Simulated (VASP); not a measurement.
Here is a VASP 6.6.1 calculation.

INCAR

```
SYSTEM = HfZr3S8
  ALGO = Normal
  EDIFF = 1E-6
  EDIFFG = -0.01
  ENCUT = 600
  GGA = PE
  IBRION = 2
  ISIF = 3
  ISMEAR = 0
  LASPH = .TRUE.
  LCHARG = .FALSE.
  LREAL = .FALSE.
  LWAVE = .FALSE.
  NELM = 80
  NSW = 100
  PREC = Accurate
  SIGMA = 0.02
```

Contents of KPOINTS:

```
k-points
0
G
  12 12 1
  0 0 0
```

The input POSCAR:

```
HfZr3S8
1.0
    3.6760492543      0.0000000000      0.0000000000
   -1.8380246272      3.1835520398      0.0000000000
    0.0000000000      0.0000000000     25.7652232773
Zr Hf S
3 1 8
Direct
    0.0000000000      0.0000000000      0.7496834460
    0.0000000000      0.0000000000      0.2503165540
    0.0000000000      0.0000000000      0.5000000000
    0.0000000000      0.0000000000      0.0000000000
    0.3333333333      0.6666666667      0.8059460459
    0.3333333333      0.6666666667      0.0555973927
    0.3333333333      0.6666666667      0.3065794078
    0.3333333333      0.6666666667      0.5562605213
    0.6666666667      0.3333333333      0.9444026073
    0.6666666667      0.3333333333      0.1940539541
    0.6666666667      0.3333333333      0.4437394787
    0.6666666667      0.3333333333      0.6934205922
```

Potentials or basis: VASP PAW PBE potentials, release 64 (Zr_sv, Hf_pv, S).

Launch:

```console
$ cat potpaw_PBE.64/Zr_sv/POTCAR potpaw_PBE.64/Hf_pv/POTCAR potpaw_PBE.64/S/POTCAR > POTCAR
$ mpirun -np 1 vasp_std > vasp.out
```

(1) What does it give for the relaxed cell?

(2) What does it give for the band gap on the k mesh?

(3) Estimate the relaxed volume.

## Answers

(1) a = 3.675 Å, b = 3.675 Å, c = 26.865 Å, α = 90.00°, β = 90.00°, γ = 120.00°.

(2) 1.11 eV (least direct gap 1.68 eV).

(3) 26.19 Å³/atom.

Caveat: spin-orbit coupling is left out, which moves the levels of the heavy elements; this functional lacks dispersion, which binds layers or chains, so the pressure and a relaxed spacing across them are unreliable.
